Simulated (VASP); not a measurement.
NiTe2:

```
Ni Te
1.0
     3.84083    0.00000    0.00000
    -1.92042    3.32626    0.00000
     0.00000    0.00000    5.11684
Ni Te
1 2
Direct
  0.00000 0.00000 0.00000
  0.33333 0.66667 0.25618
  0.66667 0.33333 0.74382
```

| Item | Value |
| --- | --- |
| Program | VASP 6.6.1 |
| Task | relaxation of cell and atoms |
| Functional | LDA |
| Potentials or basis | VASP PAW LDA potentials, release 64 (Ni, Te) |
| Cutoff | 600 eV |
| k mesh | 12 × 12 × 8 |
| Occupations | gaussian, width 0.1 eV |
| Spin | no spin polarisation |

At the start: pressure -3.0 GPa; volume 21.79 Å³/atom.

Where does the relaxation end?

Over 14 steps the energy falls by 7.7 meV/atom and the volume is 21.25 Å³/atom (-2.5 %); space group P-3m1 (No. 164, to 0.1 Å) before and after.

The path:
```tsv
step	energy change (eV)	largest force (eV/Å)	pressure (GPa)	volume (Å³)
1	0.0000	0.3324	-2.97	65.37
2	-0.0014	0.2224	3.63	61.62
3	-0.0220	0.0652	0.11	63.39
4	-0.0220	0.0709	0.07	63.43
5	-0.0224	0.0490	0.03	63.52
6	-0.0229	0.0013	-0.02	63.73
7	-0.0229	0.0064	0.00	63.76
8	-0.0229	0.0114	-0.01	63.78
9	-0.0229	0.0087	-0.08	63.77
10	-0.0229	0.0219	0.15	63.67
11	-0.0230	0.0141	0.11	63.73
12	-0.0230	0.0130	0.08	63.74
13	-0.0230	0.0056	-0.05	63.76
14	-0.0230	0.0041	-0.01	63.76
```

Final structure:
```
CELL_PARAMETERS angstrom
3.79736 0.00000 0.00000
-1.89868 3.28861 0.00000
0.00000 0.00000 5.10584
ATOMIC_POSITIONS crystal
Ni 0.00000 0.00000 0.00000
Te 0.33333 0.66667 0.25232
Te 0.66667 0.33333 0.74768
```
